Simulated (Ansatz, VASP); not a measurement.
As in VASP and in Ansatz

```
As
1.0
     3.00757    0.00000    0.00000
    -1.50379    2.60463    0.00000
     0.00000    0.00000    4.58629
As
2
Direct
  0.33333 0.66667 0.25000
  0.66667 0.33333 0.75000
```

Alike in both runs: task single point; functional revPBE; k mesh 13 × 13 × 8; occupations fermi-dirac, width 0.1 eV; no spin polarisation.

```csv
,VASP,Ansatz
version,VASP 6.6.1,Ansatz 0.2.0
potentials or method,"VASP PAW PBE potentials, release 64 (As), cutoff 520 eV","plane waves (420 eV) with PAW, scalar-relativistic"
valence electrons in the cell,10,30
```

VASP gave:

```
pressure (GPa)                                                : 7.9
traceless stress, the component that is largest in VASP (GPa) : 0.27
```

Estimate Ansatz's values.

pressure (GPa): 7.8; traceless stress, the component that is largest in VASP (GPa): 0.25.

VASP's potentials were made for PBE, not for revPBE. The functional is the same, so the differences come from potentials, cutoffs and numerics. VASP's potentials hold 10 valence electrons a cell and Ansatz's 30, so a difference there can come from the potentials and not from the codes.
